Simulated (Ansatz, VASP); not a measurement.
**One calculation of AlGa5P6, two programs**

```
Al Ga P
1.0
     0.00000    0.00000    6.39393
     6.72562    0.00000    0.00000
    -3.36281    5.82456    0.00000
Al Ga P
1 5 6
Direct
  0.49922 0.00000 0.00000
  0.49996 0.33333 0.66667
  0.49996 0.66667 0.33333
  0.00014 0.00000 0.66664
  0.00014 0.66664 0.00000
  0.00014 0.33336 0.33336
  0.87426 0.33333 0.66667
  0.87301 0.00000 0.00000
  0.87426 0.66667 0.33333
  0.37430 0.00000 0.66697
  0.37430 0.66697 0.00000
  0.37430 0.33303 0.33303
```

Alike in both runs: task single point; functional PBE; k mesh 2 × 3 × 3; occupations gaussian, width 0.1 eV; no spin polarisation.

|  | VASP | Ansatz |
| --- | --- | --- |
| version | VASP 6.6.1 | Ansatz 0.2.0 |
| potentials or method | VASP PAW PBE potentials, release 64 (Al, Ga_d, P), cutoff 520 eV | scalar-relativistic, plane waves, PAW |
| valence electrons in the cell | 98 | 98 |

|  | VASP | Ansatz | Ansatz less VASP |
| --- | --- | --- | --- |
| gap on the k mesh at the Fermi level (eV) | 1.40 | 1.40 | +0.003 |
| least direct gap on the mesh (eV) | 1.40 | 1.40 | +0.003 |
| pressure (GPa) | -0.1 | -0.1 | 0.00 |
| rms of the force components (eV/Å) | 0.005 | 0.005 | -0.0001 |

Atom by atom the forces differ by 0.002 eV/Å (rms over components). The functional is the same, so the differences come from potentials, cutoffs and numerics.

The k mesh is coarse, so the values compare programs but aren't converged.
